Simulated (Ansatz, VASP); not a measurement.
## Zn in VASP and in Ansatz

INCAR

```
PREC = Accurate ; ENCUT = 520
EDIFF = 1E-7 ; ISMEAR = -1
SIGMA = 0.1 ; LREAL = False
LASPH = True ; NELM = 80
ALGO = Normal ; ISIF = 2
LWAVE = False ; LCHARG = True
GGA = B5 ; ALDAX = 1.0
AGGAX = 1.0 ; AGGAC = 1.0
ALDAC = 0.0 ; LELF = True
LVHAR = True ; NBANDS = 19
```

The input KPOINTS:

```
regular mesh
0
Gamma
  10 10 10
```

Contents of POSCAR:

```
Zn
1.0
    0.0000000000      3.0682003419      3.0682003419
    3.0682003419      0.0000000000      3.0682003419
    3.0682003419      3.0682003419      0.0000000000
Zn
2
Direct
    0.1250000000      0.1250000000      0.1250000000
    0.8750000000      0.8750000000      0.8750000000
```

Input for Ansatz:

```yaml
crystal:
  lattice:
    - [0.0, 3.0682003419, 3.0682003419]
    - [3.0682003419, 0.0, 3.0682003419]
    - [3.0682003419, 3.0682003419, 0.0]
  atoms:
    - { symbol: Zn, position: [0.125, 0.125, 0.125] }
    - { symbol: Zn, position: [0.875, 0.875, 0.875] }
hamiltonian:
  xc: blyp
  pseudopotentials:
    kind: paw
    azcp:
      Zn: "pseudopotentials/Zn.paw.azcp"
basis:
  ecutwfc: 420
  fft_grid_basis: typed
kpoints:
  mp_grid: { grid: [10, 10, 10], shift: [0, 0, 0] }
magnetization:
  spin_polarized: false
scf:
  occupations: { method: fermi_dirac, width: 0.1 }
  lower_state_search: "off"
output:
  stress: true
  write_density: true
  write_potential: true
  elf: true
  volumetric_format: npy
```

Alike in both runs: task single point; functional BLYP; k mesh 10 × 10 × 10; occupations fermi-dirac, width 0.1 eV; no spin polarisation.

```csv
,VASP,Ansatz
version,VASP 6.6.1,Ansatz 0.2.0
potentials or method,"VASP PAW PBE potentials, release 64 (Zn), cutoff 520 eV","plane waves (420 eV) with PAW, scalar-relativistic"
valence electrons in the cell,24,24
```

|  | VASP | Ansatz | Ansatz less VASP |
| --- | --- | --- | --- |
| pressure (GPa) | -0.5 | -0.6 | -0.07 |

VASP's potentials were made for PBE, not for BLYP. The functional is the same, so the differences come from potentials, cutoffs and numerics.
